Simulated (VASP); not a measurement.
Input of a VASP 6.6.1 run:

File POSCAR:

```
CaO
1.0
    3.9808380011      0.0000000000      0.0000000000
   -1.9904190006      3.4475068373      0.0000000000
    0.0000000000      0.0000000000      4.7704440490
Ca O
2 2
Direct
    0.3333333333      0.6666666667     -0.0625000000
    0.6666666667      0.3333333333      0.4375000000
    0.3333333333      0.6666666667      0.4375000000
    0.6666666667      0.3333333333      0.9375000000
```

INCAR.step1

```
SYSTEM = CaO
PREC     = Accurate       ! precision mode
ENCUT    = 520            ! plane-wave cutoff, eV
ISMEAR   = 0              ! smearing method
SIGMA    = 0.01           ! smearing width, eV
LREAL    = .FALSE.        ! projectors in reciprocal space
LASPH    = .TRUE.         ! aspherical terms in the spheres
NELM     = 80             ! most SCF steps
NBANDS   = 24             ! bands
GGA      = PE             ! functional
ALGO     = Normal         ! electronic algorithm
EDIFF    = 1E-4           ! SCF threshold, eV
LWAVE    = .TRUE.         ! write WAVECAR
LCHARG   = .FALSE.        ! write CHGCAR
```

Contents of INCAR.step2:

```
SYSTEM = CaO
PREC     = Accurate       ! precision mode
ENCUT    = 520            ! plane-wave cutoff, eV
EDIFF    = 1E-7           ! SCF threshold, eV
ISMEAR   = 0              ! smearing method
SIGMA    = 0.01           ! smearing width, eV
LREAL    = .FALSE.        ! projectors in reciprocal space
LASPH    = .TRUE.         ! aspherical terms in the spheres
NELM     = 80             ! most SCF steps
ALGO     = Normal         ! electronic algorithm
ISIF     = 2              ! what is computed and relaxed
LWAVE    = .FALSE.        ! write WAVECAR
LCHARG   = .TRUE.         ! write CHGCAR
METAGGA  = R2SCAN         ! meta-GGA
LMIXTAU  = .TRUE.       
LELF     = .TRUE.         ! ELF
LVHAR    = .TRUE.       
NBANDS   = 24             ! bands
ISTART   = 1
```

KPOINTS

```
Automatic mesh
0
G
  12 12 6
  0 0 0
```

Potentials or basis: VASP PAW PBE potentials, release 64 (Ca_sv, O).

Run with:

```bash
$ cat potpaw_PBE.64/Ca_sv/POTCAR potpaw_PBE.64/O/POTCAR > POTCAR
$ cp INCAR.step1 INCAR
$ mpirun -np 1 vasp_std > vasp.out
$ cp INCAR.step2 INCAR
$ mpirun -np 1 vasp_std > vasp.out
```

What does it give for the pressure?

1.0 GPa.

What does it give for the band gap on the k mesh?

3.61 eV, direct.

Stress tensor (GPa, compression positive):
```
1.00 0.00 0.00
0.00 1.00 0.00
0.00 0.00 0.90
```

Caveat: the PAW data sets were made with another functional, which shifts forces and pressure a little. r2SCAN opens gaps a little over a GGA but as a rule still falls short of measured ones.
